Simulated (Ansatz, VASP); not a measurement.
**Mg2Sn in VASP and in Ansatz**

Contents of POSCAR:

```
Mg2Sn
1.0
    0.0000000000      3.5151326934      3.5151326934
    3.5151326934      0.0000000000      3.5151326934
    3.5151326934      3.5151326934      0.0000000000
Sn Mg
1 2
Direct
    0.0000000000      0.0000000000      0.0000000000
    0.2500000000      0.2500000000      0.2500000000
    0.7500000000      0.7500000000      0.7500000000
```

INCAR.step1

```
  PREC = Accurate
  ENCUT = 660
  ISMEAR = -1
  SIGMA = 0.02
  LREAL = F
  LASPH = T
  NELM = 200
  LNONCOLLINEAR = T
  MAGMOM = 0 0 0 0 0 0 0 0 0
  LSORBIT = T
  GGA_COMPAT = F
  NBANDS = 31
  GGA = PE
  ALGO = Normal
  EDIFF = 1E-5
  LWAVE = T
  LCHARG = F
```

INCAR.step2

```
  PREC = Accurate
  ENCUT = 660
  EDIFF = 1E-6
  ISMEAR = -1
  SIGMA = 0.02
  LREAL = F
  LASPH = T
  NELM = 200
  ALGO = Normal
  ISIF = 2
  LWAVE = F
  LCHARG = F
  LNONCOLLINEAR = T
  MAGMOM = 0 0 0 0 0 0 0 0 0
  LORBIT = 11
  LSORBIT = T
  GGA_COMPAT = F
  LORBMOM = T
  METAGGA = R2SCAN
  LMIXTAU = T
  NBANDS = 31
  ISTART = 1
```

File KPOINTS:

```
Automatic mesh
0
Gamma
  6 6 6
```

Input for Ansatz:

```yaml
crystal:
  lattice:
    - [0.0, 3.5151326934, 3.5151326934]
    - [3.5151326934, 0.0, 3.5151326934]
    - [3.5151326934, 3.5151326934, 0.0]
  atoms:
    - { symbol: Sn, position: [0.0, 0.0, 0.0] }
    - { symbol: Mg, position: [0.25, 0.25, 0.25] }
    - { symbol: Mg, position: [0.75, 0.75, 0.75] }
kpoints:
  mp_grid: { grid: [6, 6, 6] }
  band_path:
    path:
      - [0.0, 0.0, 0.0]
      - [0.5, 0.0, 0.5]
      - [0.625, 0.25, 0.625]
      - [0.375, 0.375, 0.75]
      - [0.5, 0.5, 0.5]
      - [0.5, 0.25, 0.75]
      - [0.0, 0.5, 0.5]
    npoints: 1
hamiltonian:
  xc: r2scan
scf:
  occupations: { method: fermi_dirac, width: 0.02 }
  n_extra_bands: 8
magnetization:
  noncollinear: true
  spin_orbit: true
output:
  forces: true
  stress: true
  eigenvalues: true
```

Change from the starting cell: hydrostatic strain +4.0%.

Alike in both runs: task single point; functional r2SCAN; k mesh 6 × 6 × 6; occupations fermi-dirac, width 0.02 eV; non-collinear spin, spin-orbit coupling.

|  | VASP | Ansatz |
| --- | --- | --- |
| version | VASP 6.6.1 | Ansatz 0.2.0 |
| potentials or method | VASP PAW PBE potentials, release 64 (Sn_d, Mg) | plane waves, PAW |
| plane-wave cutoff (eV) | 660 | 500 |
| valence electrons in the cell | 18 | 34 |

```tsv
	VASP	Ansatz	Ansatz less VASP
pressure (GPa)	-4.4	-4.3	+0.14
```

VASP's potentials were made for PBE, not for r2SCAN. VASP's potentials hold 18 valence electrons a cell and Ansatz's 34, so a difference there can come from the potentials and not from the codes.
